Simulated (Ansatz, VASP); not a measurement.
# One calculation of GaH3, two programs

File INCAR:

```
SYSTEM = GaH3
PREC     = Accurate       ! precision mode
ENCUT    = 600            ! plane-wave cutoff, eV
EDIFF    = 1E-6           ! SCF threshold, eV
ISMEAR   = 0              ! smearing method
SIGMA    = 0.1            ! smearing width, eV
LREAL    = .False.        ! projectors in reciprocal space
LASPH    = .True.         ! aspherical terms in the spheres
NELM     = 100            ! most SCF steps
ALGO     = Fast           ! electronic algorithm
ISIF     = 3              ! what is computed and relaxed
LWAVE    = .False.        ! write WAVECAR
LCHARG   = .False.        ! write CHGCAR
GGA      = PE             ! functional
IBRION   = 2              ! ionic algorithm
NSW      = 100            ! ionic steps
EDIFFG   = -0.01          ! ionic threshold
```

File KPOINTS:

```
Automatic mesh
0
Gamma
  6 6 16
  0 0 0
```

Contents of POSCAR:

```
GaH3
1.0
    7.4365684493      0.0000000000      0.0000000000
   -3.7182842247      6.4402571941      0.0000000000
    0.0000000000      0.0000000000      2.4861814694
Ga H
2 6
Direct
    0.6666666667      0.3333333333      0.2500000000
    0.3333333333      0.6666666667      0.7500000000
    0.2292813430      0.4585626860      0.2500000000
    0.2292813430      0.7707186570      0.2500000000
    0.5414373140      0.7707186570      0.2500000000
    0.4585626860      0.2292813430      0.7500000000
    0.7707186570      0.2292813430      0.7500000000
    0.7707186570      0.5414373140      0.7500000000
```

Input for Ansatz:

```yaml
crystal:
  lattice:
    - [7.4365684493, 0.0, 0.0]
    - [-3.7182842247, 6.4402571941, 0.0]
    - [0.0, 0.0, 2.4861814694]
  atoms:
    - { symbol: Ga, position: [0.6666666667, 0.3333333333, 0.25] }
    - { symbol: Ga, position: [0.3333333333, 0.6666666667, 0.75] }
    - { symbol: H, position: [0.229281343, 0.458562686, 0.25] }
    - { symbol: H, position: [0.229281343, 0.770718657, 0.25] }
    - { symbol: H, position: [0.541437314, 0.770718657, 0.25] }
    - { symbol: H, position: [0.458562686, 0.229281343, 0.75] }
    - { symbol: H, position: [0.770718657, 0.229281343, 0.75] }
    - { symbol: H, position: [0.770718657, 0.541437314, 0.75] }
basis:
  ecutwfc: 420
kpoints:
  mp_grid: { grid: [6, 6, 16] }
hamiltonian:
  xc: pbe
scf:
  occupations: { method: gaussian, width: 0.1 }
output:
  forces: true
  stress: true
  eigenvalues: true
  write_density: true
  write_potential: true
  elf: true
  volumetric_format: npy
relax:
  adjacent_minimum: "off"
  f_tol: 0.01
  max_steps: 80
  cell: { stress_tol: 0.05 }
```

Change from the starting cell: species swapped into the La3Mg type (P6_3/mmc, No. 194).

Alike in both runs: task relaxation of cell and atoms; functional PBE; k mesh 6 × 6 × 16; occupations gaussian, width 0.1 eV; no spin polarisation.

```csv
,VASP,Ansatz
version,VASP 6.6.1,Ansatz 0.2.0
potentials or method,"VASP PAW PBE potentials, release 64 (Ga_d, H), cutoff 600 eV","scalar-relativistic, plane waves, PAW"
valence electrons in the cell,32,32
```

```tsv
	VASP	Ansatz	Ansatz less VASP
gap on the k mesh at the Fermi level, each at its own relaxed structure (eV)	none	none	-
relaxed volume (Å³/atom)	14.95	14.62	-0.325
relaxed length of the cell vector where the two differ most in proportion (Å)	7.420	7.340	-0.0795
```

A gap of «none» marks a metal or a gap that the smearing closes. Ansatz's warnings: xc potential rough in thin density.
